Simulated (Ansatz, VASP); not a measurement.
This is a calculation of CoO for Ansatz 0.2.0.

Contents of input.yaml:

```yaml
crystal:
  lattice:
    - [0.0, 2.1315, 2.1315]
    - [2.1315, 0.0, 2.1315]
    - [2.1315, 2.1315, 0.0]
  atoms:
    - { symbol: Co, position: [0.0, 0.0, 0.0], spin: 2.0 }
    - { symbol: O, position: [0.5, 0.5, 0.5] }
kpoints:
  mp_grid: { grid: [11, 11, 11] }
scf:
  occupations: { method: gaussian, width: 0.025 }
hamiltonian:
  xc: pbe
  pseudopotentials: { kind: all_electron, lapw: { basis_error: 0.001 } }
magnetization:
  spin_polarized: true
output:
  forces: true
  stress: true
  eigenvalues: true
```

Potentials or basis: all-electron LAPW, scalar-relativistic.

Launch:

```bash
$ ansatz run input.yaml --threads 2 --pin off --max-ram 6144MiB --backend cpu --events-out ev --progress --plain --runs-dir out
```

Q: Set up the same calculation for VASP 6.6.1. Potentials there: VASP PAW PBE potentials, release 64 (Co, O).

A: As run (the cutoff follows the program's own potentials):

File INCAR:

```
SYSTEM = CoO
PREC = Accurate
ENCUT = 520
EDIFF = 1E-7
ISMEAR = 0
SIGMA = 0.025
LREAL = .False.
LASPH = .True.
NELM = 150
ALGO = Normal
ISIF = 2
LWAVE = .False.
LCHARG = .False.
ISPIN = 2
MAGMOM = 2 0
LORBIT = 11
LMAXMIX = 4
GGA = PE
NBANDS = 18
```

Contents of KPOINTS:

```
Automatic mesh
0
Gamma
  11 11 11
  0 0 0
```

Contents of POSCAR:

```
CoO
1.0
    0.0000000000      2.1315000000      2.1315000000
    2.1315000000      0.0000000000      2.1315000000
    2.1315000000      2.1315000000      0.0000000000
Co O
1 1
Direct
    0.0000000000      0.0000000000      0.0000000000
    0.5000000000      0.5000000000      0.5000000000
```

Potentials or basis: VASP PAW PBE potentials, release 64 (Co, O).

The run is started by

```bash
$ cat potpaw_PBE.64/Co/POTCAR potpaw_PBE.64/O/POTCAR > POTCAR
$ mpirun -np 1 vasp_std > vasp.out
```

Both were run:

|  | VASP | Ansatz | Ansatz less VASP |
| --- | --- | --- | --- |
| gap on the k mesh at the Fermi level (eV) | none | none | - |
| pressure (GPa) | -2.4 | -1.7 | +0.72 |
| net moment per atom (μB) | 1.46 | 1.49 | +0.026 |
| size of the moment on the site where the two differ most (μB) | 2.57 | 2.62 | +0.054 |

Site moments also hang on the region over which each program counts them. A gap of «none» marks a metal or a gap that the smearing closes. Ansatz ran all-electron here, and VASP with PAW potentials.
